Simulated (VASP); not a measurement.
W, 1 atom in the cell. The structure is cubic, space group Fm-3m (No. 225). The conventional cell has a = 4.182 Å, b = 4.182 Å, c = 4.182 Å, α = 90.00°, β = 90.00°, γ = 90.00°. W (site symmetry m-3m) has 12 W at 2.96 Å within 3.9 Å. This isn't the form of W at room conditions, which is bcc. This cell differs from its parent crystal: strain +0.030 along x and y, +0.030 along z.

```yaml
Program: VASP 6.6.1
Task: single point
Functional: r2SCAN
Potentials_or_basis: VASP PAW PBE potentials, release 64 (W_sv)
Cutoff: 520 eV
k_mesh: 20 × 20 × 20
Occupations: gaussian, width 0.15 eV
Spin: no spin polarisation
Dipole_correction: no
Further_INCAR_settings: ALGO = Normal; EDIFF = 1e-07; NBANDS = 13
```

Potentials or basis: VASP PAW PBE potentials, release 64 (W_sv).

Launch:

```console
$ cat potpaw_PBE.64/W_sv/POTCAR > POTCAR
$ cp INCAR.step1 INCAR
$ mpirun -np 1 vasp_std > vasp.out
$ cp INCAR.step2 INCAR
$ mpirun -np 1 vasp_std > vasp.out
```

Hardware: 1 thread of Intel(R) Xeon(R) Platinum 8375C CPU @ 2.90GHz (Ice Lake), on a shared host.

Problem. Estimate the wall time of this run.

Solution. It took 2.1 min on 1 thread of Intel(R) Xeon(R) Platinum 8375C CPU @ 2.90GHz (Ice Lake) (shared host), peak memory 0.19 GiB. Counts: k points 256.
